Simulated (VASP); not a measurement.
# Sn2Ge (P-3m1) in VASP: single point with PBE

Aim: the single point of Sn2Ge with PBE.

Program: VASP 6.6.1. These are calculated values, not measurements. Logs are shortened: lines on timing, memory, paths and dates and some standing lists are left out, and cuts for length are marked.

**1. The cell of the first run**

Symmetry: P-3m1, No. 164, trigonal system. Conventional cell: a = 4.454 Å, b = 4.454 Å, c = 10.839 Å, α = 90.00°, β = 90.00°, γ = 120.00°. Ge (site symmetry 3m) has 1 Ge at 2.47 Å and 3 Sn at 2.70 Å within 3.3 Å. Sn (site symmetry 3m) has 4 Sn at 2.78 to 2.84 Å within 3.7 Å. Within 3.6 Å of Sn (site symmetry 3m) lie 3 Ge at 2.70 Å and 1 Sn at 2.84 Å.

**2. Single point, PBE, non-collinear spin, zero start, spin-orbit coupling**

File INCAR:

```
PREC = Accurate
ENCUT = 520
EDIFF = 1E-6
ISMEAR = -1
SIGMA = 0.02
LREAL = False
LASPH = True
NELM = 150
ALGO = Normal
ISIF = 2
LWAVE = False
LCHARG = False
MAGMOM = 0 0 0 0 0 0 0 0 0 0 0 0 0 0 0 0 0 0
LORBIT = 11
LSORBIT = True
GGA_COMPAT = False
LORBMOM = True
GGA = PE
NBANDS = 100
```

File KPOINTS:

```
regular mesh
0
Gamma
  6 6 2
```

File POSCAR:

```
Sn2Ge
1.0
    4.4544766959      0.0000000000      0.0000000000
   -2.2272383479      3.8576899792      0.0000000000
    0.0000000000      0.0000000000     10.8392198722
Ge Sn
2 4
Direct
    0.0000000000      0.0000000000      0.8860075590
    0.0000000000      0.0000000000      0.1139924410
    0.6666666667      0.3333333333      0.5487245238
    0.3333333333      0.6666666667      0.1894826606
    0.6666666667      0.3333333333      0.8105173394
    0.3333333333      0.6666666667      0.4512754762
```

Potentials or basis: VASP PAW PBE potentials, release 64 (Ge_d, Sn_d).

Run with:

```sh
> cat potpaw_PBE.64/Ge_d/POTCAR potpaw_PBE.64/Sn_d/POTCAR > POTCAR
> mpirun -np 1 vasp_ncl > vasp.out
```

OUTCAR:

```text
PREC = Accurate
   ENCUT = 520
   EDIFF = 1E-6
   ISMEAR = -1
   LREAL = False
   LASPH = True
   NELM = 150
   ISIF = 2
   LORBIT = 11
   LSORBIT = True
   GGA = PE

 ion  position               nearest neighbor table
   1  0.000  0.000  0.886-   2 2.47   5 2.70   5 2.70   5 2.70
   2  0.000  0.000  0.114-   1 2.47   4 2.70   4 2.70   4 2.70
   3  0.667  0.333  0.549-   6 2.78   6 2.78   6 2.78   5 2.84
   4  0.333  0.667  0.189-   2 2.70   2 2.70   2 2.70   6 2.84
   5  0.667  0.333  0.811-   1 2.70   1 2.70   1 2.70   3 2.84
   6  0.333  0.667  0.451-   3 2.78   3 2.78   3 2.78   4 2.84

  LATTYP: Found a hexagonal cell.
 ALAT       =     4.4544766959
 C/A-ratio  =     2.4333318170

  Lattice vectors:

 A1 = (   4.4544766959,   0.0000000000,   0.0000000000)
 A2 = (  -2.2272383479,   3.8576899792,   0.0000000000)
 A3 = (   0.0000000000,   0.0000000000,  10.8392198722)

Analysis of symmetry for initial positions (statically):
=====================================================================
 Subroutine PRICEL returns:
 Original cell was already a primitive cell.

 Routine SETGRP: Setting up the symmetry group for a
 hexagonal supercell.

 Subroutine GETGRP returns: Found 12 space group operations
 (whereof 12 operations were pure point group operations)
 out of a pool of 24 trial point group operations.

The static configuration has the point symmetry D_3d.

Analysis of symmetry for dynamics (positions and initial velocities):
=====================================================================
 Subroutine PRICEL returns:
 Original cell was already a primitive cell.

 Routine SETGRP: Setting up the symmetry group for a
 hexagonal supercell.

 Subroutine GETGRP returns: Found 12 space group operations
 (whereof 12 operations were pure point group operations)
 out of a pool of 24 trial point group operations.

The dynamic configuration has the point symmetry D_3d.

Analysis of structural, dynamic, and magnetic symmetry:
=====================================================================
 Subroutine PRICEL returns:
 Original cell was already a primitive cell.

 Routine SETGRP: Setting up the symmetry group for a
 hexagonal supercell.

 Subroutine GETGRP returns: Found 12 space group operations
 (whereof 12 operations were pure point group operations)
 out of a pool of 24 trial point group operations.

The overall configuration has the point symmetry D_3d.

 Subroutine INISYM returns: Found 12 space group operations
 (whereof 12 operations are pure point group operations),
 and found     1 'primitive' translations

----------------------------------------------------------------------------------------

                                     Primitive cell

  volume of cell :     186.2610

  direct lattice vectors                    reciprocal lattice vectors
     4.454476696  0.000000000  0.000000000     0.224493261  0.129611245  0.000000000
    -2.227238348  3.857689979  0.000000000     0.000000000  0.259222489  0.000000000
     0.000000000  0.000000000 10.839219872     0.000000000  0.000000000  0.092257562

  length of vectors
     4.454476696  4.454476696 10.839219872     0.259222489  0.259222489  0.092257562

  position of ions in fractional coordinates (direct lattice)
     0.000000000  0.000000000  0.886007559
     0.000000000  0.000000000  0.113992441
     0.666666667  0.333333333  0.548724524
     0.333333333  0.666666667  0.189482661
     0.666666667  0.333333333  0.810517339
     0.333333333  0.666666667  0.451275476

  ion indices of the primitive-cell ions
   primitive index   ion index
                 1           1
                 2           2
                 3           3
                 4           4
                 5           5
                 6           6

----------------------------------------------------------------------------------------

 KPOINTS: regular mesh

Automatic generation of k-mesh.
[... 117 lines left out ...]
      3     -19.7384      1.00000
      4     -19.7384      1.00000
      5     -19.7313      1.00000
      6     -19.7313      1.00000
[... 1375 lines left out ...]
     95       8.6623      0.00000
     96       8.6623      0.00000
 [bands above 96 left out]

------------------------ aborting loop because EDIFF is reached ----------------------------------------

  FORCE on cell =-STRESS in cart. coord.  units (eV):
  Direction    XX          YY          ZZ          XY          YZ          ZX
  --------------------------------------------------------------------------------------
  -------------------------------------------------------------------------------------
  Total        2.0156201      2.0156201      2.1844263      0.0000000      0.0000000      0.0000000
  in kB       17.3379289     17.3379289     18.7899632      0.0000000      0.0000000      0.0000000
  external PRESSURE =      17.8219404 kB  Pullay stress =       0.0000000 kB

 VOLUME and BASIS-vectors are now :
 -----------------------------------------------------------------------------
  energy-cutoff  :      520.00
  volume of cell :      186.26
      direct lattice vectors                 reciprocal lattice vectors
     4.454476696  0.000000000  0.000000000     0.224493261  0.129611245  0.000000000
    -2.227238348  3.857689979  0.000000000     0.000000000  0.259222489  0.000000000
     0.000000000  0.000000000 10.839219872     0.000000000  0.000000000  0.092257562

 POSITION                                       TOTAL-FORCE (eV/Angst)
 -----------------------------------------------------------------------------------
      0.00000      0.00000      9.60363        -0.000000      0.000000     -0.084211
      0.00000      0.00000      1.23559         0.000000      0.000000      0.084211
      2.22724      1.28590      5.94775         0.000000      0.000000      0.074547
     -0.00000      2.57179      2.05384        -0.000000     -0.000000     -0.013592
      2.22724      1.28590      8.78538         0.000000      0.000000      0.013592
     -0.00000      2.57179      4.89147        -0.000000     -0.000000     -0.074547
 -----------------------------------------------------------------------------------
    total drift:                                0.000000      0.000000      0.000000

  FREE ENERGIE OF THE ION-ELECTRON SYSTEM (eV)
  ---------------------------------------------------
  free  energy   TOTEN  =       -24.3855313874 eV

  energy  without entropy=      -24.3854274265  energy(sigma->0) =      -24.38547941

 orbital moment (x)

 # of ion     p       d       tot
 ----------------------------------------
  1         0.000  -0.000   0.000
  2         0.000  -0.000   0.000
  3        -0.000  -0.000  -0.000
  4        -0.000   0.000  -0.000
  5        -0.000   0.000  -0.000
  6        -0.000   0.000  -0.000
 ----------------------------------------
           -0.000  -0.000  -0.000

 orbital moment (y)

 # of ion     p       d       tot
 ----------------------------------------
  1         0.000   0.000   0.000
  2         0.000   0.000   0.000
  3         0.000   0.000   0.000
  4        -0.000   0.000  -0.000
  5        -0.000   0.000  -0.000
  6         0.000   0.000   0.000
 ----------------------------------------
            0.000   0.000   0.000

 orbital moment (z)

 # of ion     p       d       tot
 ----------------------------------------
  1         0.000  -0.000  -0.000
  2         0.000  -0.000  -0.000
  3         0.000  -0.000  -0.000
  4         0.000   0.000   0.000
  5         0.000   0.000   0.000
  6         0.000  -0.000  -0.000
 ----------------------------------------
            0.000  -0.000  -0.000

 Spin-Orbit-Coupling matrix elements

 Ion:    1  E_soc:     -0.0199298
 l=   1
     0.0000000    -0.0024169    -0.0023160
    -0.0024169     0.0000000    -0.0024169
    -0.0023160    -0.0024169     0.0000000
 l=   2
     0.0000000    -0.0001887     0.0000000    -0.0001887    -0.0007466
    -0.0001887     0.0000000    -0.0005616    -0.0001907    -0.0001887
     0.0000000    -0.0005616     0.0000000    -0.0005616     0.0000000
    -0.0001887    -0.0001907    -0.0005616     0.0000000    -0.0001887
    -0.0007466    -0.0001887     0.0000000    -0.0001887     0.0000000
 l=   3
     0.0000000     0.0000000     0.0000000     0.0000000     0.0000000     0.0000000     0.0000000
     0.0000000     0.0000000     0.0000000     0.0000000     0.0000000     0.0000000     0.0000000
     0.0000000     0.0000000     0.0000000     0.0000000     0.0000000     0.0000000     0.0000000
     0.0000000     0.0000000     0.0000000     0.0000000     0.0000000     0.0000000     0.0000000
[... 89 lines left out ...]
 l=   2
     0.0000000    -0.0012476     0.0000000    -0.0012476    -0.0049322
    -0.0012476     0.0000000    -0.0037425    -0.0012441    -0.0012476
     0.0000000    -0.0037425     0.0000000    -0.0037425     0.0000000
    -0.0012476    -0.0012441    -0.0037425     0.0000000    -0.0012476
    -0.0049322    -0.0012476     0.0000000    -0.0012476     0.0000000
 l=   3
     0.0000000     0.0000000     0.0000000     0.0000000     0.0000000     0.0000000     0.0000000
     0.0000000     0.0000000     0.0000000     0.0000000     0.0000000     0.0000000     0.0000000
     0.0000000     0.0000000     0.0000000     0.0000000     0.0000000     0.0000000     0.0000000
     0.0000000     0.0000000     0.0000000     0.0000000     0.0000000     0.0000000     0.0000000
     0.0000000     0.0000000     0.0000000     0.0000000     0.0000000     0.0000000     0.0000000
     0.0000000     0.0000000     0.0000000     0.0000000     0.0000000     0.0000000     0.0000000
     0.0000000     0.0000000     0.0000000     0.0000000     0.0000000     0.0000000     0.0000000

 total charge

# of ion       s       p       d       tot
------------------------------------------
    1        1.155   1.170  10.001  12.326
    2        1.155   1.170  10.001  12.326
    3        1.160   1.244   9.970  12.375
    4        1.165   1.163   9.976  12.305
    5        1.165   1.163   9.976  12.305
    6        1.160   1.244   9.970  12.375
--------------------------------------------------
tot          6.960   7.156  59.895  74.011

 magnetization (x)

# of ion       s       p       d       tot
------------------------------------------
    1       -0.000  -0.000   0.000  -0.000
    2       -0.000   0.000  -0.000  -0.000
    3        0.000   0.000  -0.000   0.000
    4       -0.000   0.000   0.000   0.000
    5       -0.000   0.000   0.000   0.000
    6        0.000   0.000  -0.000   0.000
--------------------------------------------------
tot         -0.000   0.000  -0.000   0.000

 magnetization (y)

# of ion       s       p       d       tot
------------------------------------------
    1       -0.000   0.000   0.000  -0.000
    2       -0.000   0.000  -0.000  -0.000
    3       -0.000   0.000   0.000   0.000
    4        0.000   0.000   0.000   0.000
    5        0.000   0.000   0.000   0.000
    6        0.000   0.000   0.000   0.000
--------------------------------------------------
tot         -0.000   0.000  -0.000   0.000

 magnetization (z)

# of ion       s       p       d       tot
------------------------------------------
    1        0.000   0.000   0.000   0.000
    2        0.000   0.000   0.000   0.000
    3        0.000   0.000   0.000   0.000
    4        0.000   0.000   0.000   0.000
    5        0.000   0.000   0.000   0.000
    6        0.000   0.000   0.000   0.000
--------------------------------------------------
tot          0.000   0.000   0.000   0.000
```

Wall time 12 min (1 thread of Oxide Virtual Turin-like, shared host); peak memory 0.89 GiB.

What came out:

* Free energy: -24.3855 eV
* Pressure: 1.8 GPa
* Largest force: 0.084 eV/Å
* Net moment: 0.00 μB per cell
* Valence electrons inside the program's atomic spheres: Ge 12.33; Sn 12.38, 12.30 (each value once)

Forces in eV/Å, atoms in the order of the input:
```
Ge   0.000  0.000 -0.084
Ge   0.000  0.000  0.084
Sn   0.000  0.000  0.075
Sn   0.000  0.000 -0.014
Sn   0.000  0.000  0.014
Sn   0.000  0.000 -0.075
```

Moments on the atoms (μB; x, y, z):
```
Ge  0.00 0.00 0.00
Ge  0.00 0.00 0.00
Sn  0.00 0.00 0.00
Sn  0.00 0.00 0.00
Sn  0.00 0.00 0.00
Sn  0.00 0.00 0.00
```
